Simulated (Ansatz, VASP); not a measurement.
## Two plane-wave programs on O

```
CELL_PARAMETERS angstrom
1.42335 0.82177 3.40830
-1.42335 0.82177 3.40830
0.00000 -1.64354 3.40830
ATOMIC_POSITIONS crystal
O 0.05770 0.05770 0.05770
O 0.94230 0.94230 0.94230
```

Alike in both runs: task electric field gradients; functional PBEsol; k mesh 10 × 10 × 10; occupations fermi-dirac, width 0.02 eV; no spin polarisation.

```csv
,VASP,Ansatz
version,VASP 6.6.1,Ansatz 0.2.0
potentials or method,"VASP PAW PBE potentials, release 64 (O)","PAW with Ansatz's default frozen-core files, scalar-relativistic"
plane-wave cutoff (eV),520,420
valence electrons in the cell,12,12
```

|  | VASP | Ansatz | Ansatz less VASP |
| --- | --- | --- | --- |
| pressure (GPa) | 5.9 | 1.5 | -4.41 |
| traceless stress, the component that is largest in VASP (GPa) | 29.60 | 20.00 | -9.605 |
| rms of the force components (eV/Å) | 2.272 | 1.204 | -1.0685 |
| size of Vzz on the site where it differs most (V/Å²) | 116.0 | 115.0 | -0.95 |

VASP's potentials were made for PBE, not for PBEsol. Atom by atom the forces differ by 1.068 eV/Å (rms over components).

Noted on VASP's run: the standard files for N, O and F lose accuracy on very short bonds; spin is off for a triplet molecule.
